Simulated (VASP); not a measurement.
Wanted: the native input for a VASP 6.6.1 run.

| Property | Result |
| --- | --- |
| Task | single point |
| Functional | LDA |
| Potentials or basis | VASP PAW LDA potentials, release 64 (Rb_sv) |
| Cutoff | 520 eV |
| k mesh | 5 × 5 × 5 |
| Occupations | gaussian, width 0.1 eV |
| Spin | no spin polarisation |
| Dipole correction | no |
| Further INCAR settings | ALGO = Normal; EDIFF = 1e-06; NBANDS = 10 |

The structure of Rb lies in POSCAR:

```
Rb
1.0
    0.0000000000      3.6398846700      3.6398846700
    3.6398846700      0.0000000000      3.6398846700
    3.6398846700      3.6398846700      0.0000000000
Rb
1
Direct
    0.0000000000      0.0000000000      0.0000000000
```

These files were run (other wordings do the same):

INCAR

```
SYSTEM = Rb
PREC = Accurate
ENCUT = 520
EDIFF = 1E-6
ISMEAR = 0
SIGMA = 0.1
LREAL = .False.
LASPH = .True.
NELM = 100
ALGO = Normal
ISIF = 2
LWAVE = .False.
LCHARG = .True.
LELF = .True.
LVHAR = .True.
NBANDS = 10
```

KPOINTS

```
Automatic mesh
0
Gamma
  5 5 5
  0 0 0
```

Potentials or basis: VASP PAW LDA potentials, release 64 (Rb_sv).

Command:

```bash
$ cat potpaw_LDA.64/Rb_sv/POTCAR > POTCAR
$ mpirun -np 1 vasp_std > vasp.out
```

Results of the run:

The pressure is -0.5 GPa.

Run time: 17 s on 1 thread of AMD EPYC 7R13, on a shared host, peak memory 0.15 GiB.
